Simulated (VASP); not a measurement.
# Si (Fd-3m) in VASP: further runs, part 2 of 2

VASP 6.6.1.

### Step 4. Relaxation of cell and atoms, PBE

The input, INCAR:

```
SYSTEM = Si
PREC     = Accurate       ! precision mode
ENCUT    = 600            ! plane-wave cutoff, eV
EDIFF    = 1E-7           ! SCF threshold, eV
ISMEAR   = 0              ! smearing method
SIGMA    = 0.02           ! smearing width, eV
LREAL    = .False.        ! projectors in reciprocal space
LASPH    = .True.         ! aspherical terms in the spheres
NELM     = 60             ! most SCF steps
ALGO     = Normal         ! electronic algorithm
ISIF     = 3              ! what is computed and relaxed
LWAVE    = .False.        ! write WAVECAR
LCHARG   = .False.        ! write CHGCAR
GGA      = PE             ! functional
IBRION   = 2              ! ionic algorithm
NSW      = 100            ! ionic steps
EDIFFG   = -0.002         ! ionic threshold
```

The input, KPOINTS:

```
Automatic mesh
0
Gamma
  8 8 8
  0 0 0
```

The input, POSCAR:

```
Si
1.0
    0.0000000000      2.7185000000      2.7185000000
    2.7185000000      0.0000000000      2.7185000000
    2.7185000000      2.7185000000      0.0000000000
Si
2
Direct
    0.5000000000      0.5000000000      0.5000000000
    0.7500000000      0.7500000000      0.7500000000
```

Potentials or basis: VASP PAW PBE potentials, release 64 (Si).

The run is started by

```
> cat potpaw_PBE.64/Si/POTCAR > POTCAR
> mpirun -np 1 vasp_std > vasp.out
```

OUTCAR:

```text
SYSTEM = Si
   PREC = Accurate
   ENCUT = 600
   EDIFF = 1E-7
   ISMEAR = 0
   LREAL = .False.
   LASPH = .True.
   NELM = 60
   ISIF = 3
   GGA = PE
   IBRION = 2
   NSW = 100
   EDIFFG = -0.002

 ion  position               nearest neighbor table
   1  0.500  0.500  0.500-   2 2.35   2 2.35   2 2.35   2 2.35
   2  0.750  0.750  0.750-   1 2.35   1 2.35   1 2.35   1 2.35

  LATTYP: Found a face centered cubic cell.
 ALAT       =     5.4370000000

  Lattice vectors:

 A1 = (   0.0000000000,   2.7185000000,   2.7185000000)
 A2 = (   2.7185000000,   0.0000000000,   2.7185000000)
 A3 = (   2.7185000000,   2.7185000000,   0.0000000000)

Analysis of symmetry for initial positions (statically):
=====================================================================
 Subroutine PRICEL returns:
 Original cell was already a primitive cell.

 Routine SETGRP: Setting up the symmetry group for a
 face centered cubic supercell.

 Subroutine GETGRP returns: Found 48 space group operations
 (whereof 24 operations were pure point group operations)
 out of a pool of 48 trial point group operations.

The static configuration has the point symmetry T_d .
 The point group associated with its full space group is O_h .

Analysis of symmetry for dynamics (positions and initial velocities):
=====================================================================
 Subroutine PRICEL returns:
 Original cell was already a primitive cell.

 Routine SETGRP: Setting up the symmetry group for a
 face centered cubic supercell.

 Subroutine GETGRP returns: Found 48 space group operations
 (whereof 24 operations were pure point group operations)
 out of a pool of 48 trial point group operations.

The dynamic configuration has the point symmetry T_d .
 The point group associated with its full space group is O_h .

 Subroutine INISYM returns: Found 48 space group operations
 (whereof 24 operations are pure point group operations),
 and found     1 'primitive' translations

----------------------------------------------------------------------------------------

                                     Primitive cell

  volume of cell :      40.1807

  direct lattice vectors                    reciprocal lattice vectors
     0.000000000  2.718500000  2.718500000    -0.183924959  0.183924959  0.183924959
     2.718500000  0.000000000  2.718500000     0.183924959 -0.183924959  0.183924959
     2.718500000  2.718500000  0.000000000     0.183924959  0.183924959 -0.183924959

  length of vectors
     3.844539569  3.844539569  3.844539569     0.318567373  0.318567373  0.318567373

  position of ions in fractional coordinates (direct lattice)
     0.500000000  0.500000000  0.500000000
     0.750000000  0.750000000  0.750000000

  ion indices of the primitive-cell ions
   primitive index   ion index
                 1           1
                 2           2

----------------------------------------------------------------------------------------

 KPOINTS: Automatic mesh

Automatic generation of k-mesh.
 Grid dimensions read from file:
 generate k-points for:    8    8    8
[... 48 lines left out ...]
   total plane-waves  NPLWV =  32768
   dimension x,y,z NGX =    32 NGY =   32 NGZ =   32
   dimension x,y,z NGXF=    64 NGYF=   64 NGZF=   64
   ions per type =               2
   NGX,Y,Z   is equivalent  to a cutoff of  13.84, 13.84, 13.84 a.u.
   NGXF,Y,Z  is equivalent  to a cutoff of  27.67, 27.67, 27.67 a.u.
 SYSTEM =  Si
   PREC   = accura    normal or accurate (medium, high low for compatibility)
   ISTART =      0    job   : 0-new  1-cont  2-samecut
   ICHARG =      2    charge: 1-file 2-atom 10-const
   ISPIN  =      1    spin polarized calculation?
   LNONCOLLINEAR =      F non collinear calculations
   LSORBIT =      F    spin-orbit coupling
   LASPH  =      T    aspherical Exc in radial PAW
   ENCUT  =  600.0 eV  44.10 Ry    6.64 a.u.   7.68  7.68  7.68*2*pi/ulx,y,z
   NELM   =     60;   NELMIN=  2; NELMDL= -5     # of ELM steps
   EDIFF  = 0.1E-06   stopping-criterion for ELM
   LREAL  =      F    real-space projection
   EDIFFG = -.2E-02   stopping-criterion for IOM
   NSW    =    100    number of steps for IOM
   IBRION =      2    ionic relax: 0-MD 1-quasi-New 2-CG
   NFREE  =      1    steps in history (QN), initial steepest desc. (CG)
   ISIF   =      3    stress and relaxation
   ISYM   =      2    0-nonsym 1-usesym 2-fastsym
   POTIM  = 0.5000    time-step for ionic-motion
   TEBEG  =    0.0;   TEEND  =   0.0 temperature during run
   PSTRESS=    0.0 pullay stress
   NELECT =       8.0000    total number of electrons
   NUPDOWN=      -1.0000    fix difference up-down
   EMIN   =  10.00;   EMAX   =-10.00  energy-range for DOS
   EFERMI =   0.00;   METHOD = LEGACY
   ISMEAR =     0;   SIGMA  =   0.02  broadening in eV -4-tet -1-fermi 0-gaus
   EFERMI_NEDOS =   21; number of points for ismear=-14 and -15
   IALGO  =     38    algorithm
   IMIX   =      4    mixing-type and parameters
     AMIX     =   0.40;   BMIX     =  1.00
     AMIX_MAG =   1.60;   BMIX_MAG =  1.00
  volume/ion in A,a.u.               =      20.09       135.58
  Fermi-wavevector in a.u.,A,eV,Ry     =   0.955943  1.806471 12.433381  0.913828
  Thomas-Fermi vector in A             =   2.084827
   LORBIT       =      0    0 simple, 1 ext, 2 COOP (PROOUT), +10 PAW based schemes
   GGA     = PE    functional components
   LHFCALC =     F    Hartree Fock is set to
   AEXX    =    0.0000 exact exchange contribution
   IVDW    =     0    specifies the selected vdW correction
   LEPSILON=     F    determine dielectric tensor
   LRPA    =     F    only Hartree local field effects (RPA)
 conjugate gradient relaxation of ions
 non-spin polarized calculation
 Gauss-broadening in eV      SIGMA  =   0.02
  energy-cutoff  :      600.00
  volume of cell :       40.18
 maximum number of plane-waves:      1363
   NGX = 15   NGY = 15   NGZ = 15

--------------------------------------- Ionic step        1  -------------------------------------------

 number of electron       7.9999999 magnetization

 Free energy of the ion-electron system (eV)
  ---------------------------------------------------
  ext. energy  EPLUGINS =         0.00000000
  ---------------------------------------------------
  free energy    TOTEN  =       -10.84267378 eV

  energy without entropy =      -10.84267378  energy(sigma->0) =      -10.84267378

------------------------ aborting loop because EDIFF is reached ----------------------------------------

  FORCE on cell =-STRESS in cart. coord.  units (eV):
  Direction    XX          YY          ZZ          XY          YZ          ZX
  --------------------------------------------------------------------------------------
  -------------------------------------------------------------------------------------
  Total        0.4062646      0.4062646      0.4062646      0.0000000      0.0000000     -0.0000000
  in kB       16.1994986     16.1994986     16.1994986      0.0000000      0.0000000     -0.0000000
  external PRESSURE =      16.1994986 kB  Pullay stress =       0.0000000 kB
[... 59 lines left out ...]
--------------------------------------- Ionic step        3  -------------------------------------------

 number of electron       8.0000000 magnetization

 Free energy of the ion-electron system (eV)
  ---------------------------------------------------
  ext. energy  EPLUGINS =         0.00000000
  ---------------------------------------------------
  free energy    TOTEN  =       -10.84618749 eV

  energy without entropy =      -10.84618749  energy(sigma->0) =      -10.84618749

 E-fermi :   5.7251     XC(G=0):  -9.3262

 val. band max:        5.6175720538   @ k =   0.0000   0.0000   0.0000
 cond. band min:       6.2676701778   @ k =   0.3750   0.3750   0.0000
 fundamental gap:      0.6500981240
 Fermi energy:         5.7251008652

 k-point     1 :       0.0000    0.0000    0.0000
  band No.  band energies     occupation
      1      -6.1973      2.00000
      2       5.6176      2.00000
      3       5.6176      2.00000
      4       5.6176      2.00000
      5       8.1739      0.00000
      6       8.1739      0.00000
      7       8.1739      0.00000
      8       8.7517      0.00000
[... 243 lines left out ...]
 k-point    24 :      -0.3750    0.2500    0.1250
  band No.  band energies     occupation
      1      -3.3886      2.00000
      2      -1.0898      2.00000
      3       2.2300      2.00000
      4       3.5068      2.00000
      5       8.6413      0.00000
      6       8.7637      0.00000
      7      11.4645      0.00000
      8      12.6838      0.00000

 [... further k-points ...]

------------------------ aborting loop because EDIFF is reached ----------------------------------------

  FORCE on cell =-STRESS in cart. coord.  units (eV):
  Direction    XX          YY          ZZ          XY          YZ          ZX
  --------------------------------------------------------------------------------------
  -------------------------------------------------------------------------------------
  Total        0.0011399      0.0011399      0.0011399      0.0000000      0.0000000      0.0000000
  in kB        0.0446665      0.0446665      0.0446665      0.0000000      0.0000000      0.0000000
  external PRESSURE =       0.0446665 kB  Pullay stress =       0.0000000 kB
[... 17 lines left out ...]
  FREE ENERGIE OF THE ION-ELECTRON SYSTEM (eV)
  ---------------------------------------------------
  free  energy   TOTEN  =       -10.8461874934 eV

  energy  without entropy=      -10.8461874934  energy(sigma->0) =      -10.84618749

 reached required accuracy - stopping structural energy minimisation
```

Run time: 36 s. Hardware: 1 thread of Intel Xeon 8259CL, shared host; peak memory 0.17 GiB.

What came out:

| Property | Result |
| --- | --- |
| Free energy | -10.8462 eV |
| Relaxed volume | 20.44 Å³/atom |
| Relaxed cell | a = 3.867 Å, b = 3.867 Å, c = 3.867 Å, α = 60.00°, β = 60.00°, γ = 60.00° |
| Space group after relaxing (to 0.05 Å) | Fd-3m (No. 227) |
| Energy gained by relaxing | 1.8 meV/atom |
| Ionic steps | 3 |
| Pressure after relaxing | 0.0 GPa |
| Band gap on the k mesh | 0.65 eV, indirect (least direct gap 2.56 eV) |

The path:
```
step  energy change (eV)  largest force (eV/Å)  pressure (GPa)  volume (Å³)
   1              0.0000                0.0000            1.62        40.18
   2             -0.0019                0.0000           -1.02        41.37
   3             -0.0035                0.0000            0.00        40.89
```

Final structure:
```
Si
1.0
     0.00000    2.73436    2.73436
     2.73436    0.00000    2.73436
     2.73436    2.73436    0.00000
Si
2
Direct
  0.50000 0.50000 0.50000
  0.75000 0.75000 0.75000
```

Levels at points of the mesh, in eV from the valence-band top:
```tsv
k point	band 2	band 3	band 4	band 5	band 6	band 7
(0.00, 0.00, 0.00)	0.00	0.00	0.00	2.56	2.56	2.56
(0.50, 0.00, 0.00)	-6.87	-1.18	-1.18	1.47	3.35	3.35
(0.50, 0.50, 0.00)	-7.75	-2.79	-2.79	0.75	0.75	9.94
```

### Step 5. The runs side by side

| task | cell | k mesh | cutoff (eV) | smearing | gap on the mesh (eV) | pressure (GPa) |
| --- | --- | --- | --- | --- | --- | --- |
| single point | a = 3.845 Å, angles 60.0°, 2 atoms | 6 × 6 × 6 | 520 | gaussian 0.1 eV | 0.71 | 1.7 |
| single point | a = 3.868 Å, angles 60.0°, 2 atoms | 8 × 8 × 8 | 520 | gaussian 0.02 eV | 0.65 | 0.0 |
| relaxation of cell and atoms | relaxed from a = 3.845 Å, angles 60.0°, 2 atoms | 8 × 8 × 8 | 600 | gaussian 0.02 eV | 0.65 | 0.0 |

Alike in all rows: level PBE; potentials or basis VASP PAW PBE potentials, release 64 (Si); no spin polarisation.

Total energies depend on the potentials used, so only differences within one code and one set of settings carry meaning.
